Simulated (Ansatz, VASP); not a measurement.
# Sr2SO: VASP beside Ansatz

Contents of INCAR:

```
PREC = Accurate
ENCUT = 520
EDIFF = 1E-7
ISMEAR = 0
SIGMA = 0.1
LREAL = F
LASPH = T
NELM = 80
ALGO = Normal
ISIF = 2
LWAVE = F
LCHARG = F
GGA = PE
NBANDS = 24
```

File KPOINTS:

```
Automatic mesh
0
Gamma
  2 2 1
```

Contents of POSCAR:

```
Sr2SO
1.0
    4.0432370000      0.0000000000      0.0000000000
    0.0000000000      4.0432370000      0.0000000000
    0.0000000000      0.0000000000      5.7180000000
Sr S O
2 1 1
Direct
    0.0000000000      0.0000000000      0.0000000000
    0.5000000000      0.5000000000      0.5000000000
    0.0000000000      0.0000000000      0.5000000000
    0.5000000000      0.5000000000      0.0000000000
```

Input for Ansatz:

```yaml
crystal:
  lattice:
    - [4.043237, 0.0, 0.0]
    - [0.0, 4.043237, 0.0]
    - [0.0, 0.0, 5.718]
  atoms:
    - { symbol: Sr, position: [0.0, 0.0, 0.0] }
    - { symbol: Sr, position: [0.5, 0.5, 0.5] }
    - { symbol: S, position: [0.0, 0.0, 0.5] }
    - { symbol: O, position: [0.5, 0.5, 0.0] }
basis:
  ecutwfc: 420
kpoints:
  mp_grid: { grid: [2, 2, 1] }
hamiltonian:
  xc: pbe
scf:
  occupations: { method: gaussian, width: 0.1 }
  mixing: { preconditioner: local_kerker }
  initial_density: { chi_scale: 0, normalization: atom }
  max_iter: 85
output:
  forces: true
  stress: true
  eigenvalues: true
```

Alike in both runs: task single point; functional PBE; k mesh 2 × 2 × 1; occupations gaussian, width 0.1 eV; no spin polarisation.

```csv
,VASP,Ansatz
version,VASP 6.6.1,Ansatz 0.2.0
potentials or method,"VASP PAW PBE potentials, release 64 (Sr_sv, S, O), cutoff 520 eV","scalar-relativistic, plane waves, PAW"
valence electrons in the cell,32,32
```

Ansatz gave:

* gap on the k mesh at the Fermi level (eV): 1.94
* least direct gap on the mesh (eV): 1.94
* pressure (GPa): 6.0
* traceless stress, the component that is largest in VASP (GPa): 12.22

Question: What did VASP give for the same quantities?

Answer: gap on the k mesh at the Fermi level (eV): 1.91; least direct gap on the mesh (eV): 1.91; pressure (GPa): 6.4; traceless stress, the component that is largest in VASP (GPa): 12.38.

The k mesh is coarse, so the values compare programs but aren't converged.
